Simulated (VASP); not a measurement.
A run of VASP 6.6.1 is set up as follows.

File POSCAR:

```
Ge
1.0
    0.0000000000      2.8994892500      2.8287700000
    2.8994892500      0.0000000000      2.8287700000
    2.8994892500      2.8994892500      0.0000000000
Ge
2
Direct
    0.5000000000      0.5000000000      0.5000000000
    0.7500000000      0.7500000000      0.7500000000
```

Contents of INCAR.step1:

```
SYSTEM = Ge
ALGO = Normal ; EDIFF = 1E-4
ENCUT = 520 ; GGA = PE
ISMEAR = 0 ; LASPH = .True.
LCHARG = .False. ; LREAL = .False.
LWAVE = .True. ; NBANDS = 21
NELM = 100 ; PREC = Accurate
SIGMA = 0.05
```

Contents of INCAR.step2:

```
SYSTEM = Ge
ALGO = Normal ; EDIFF = 1E-6
ENCUT = 520 ; ISIF = 2
ISMEAR = 0 ; ISTART = 1
LASPH = .True. ; LCHARG = .False.
LMIXTAU = .True. ; LREAL = .False.
LWAVE = .False. ; METAGGA = R2SCAN
NBANDS = 21 ; NELM = 100
PREC = Accurate ; SIGMA = 0.05
```

File KPOINTS:

```
k-points
0
Gamma
  10 10 10
  0 0 0
```

Potentials or basis: VASP PAW PBE potentials, release 64 (Ge_d).

The run is started by

```sh
$ cat potpaw_PBE.64/Ge_d/POTCAR > POTCAR
$ cp INCAR.step1 INCAR
$ mpirun -np 1 vasp_std > vasp.out
$ cp INCAR.step2 INCAR
$ mpirun -np 1 vasp_std > vasp.out
```

Problem. Estimate the pressure.

Solution. -2.5 GPa.

Problem. Predict the band gap on the k mesh.

Solution. 0.19 eV.

Stress tensor (GPa, compression positive):
```
-3.11  0.00  0.00
 0.00 -3.11  0.00
 0.00  0.00 -1.29
```

Caveat: the cell differs from its parent crystal (strain +0.025 along x and y, +0.000 along z); the PAW data sets were made with another functional, which shifts forces and pressure a little. A k mesh can miss the band edges.
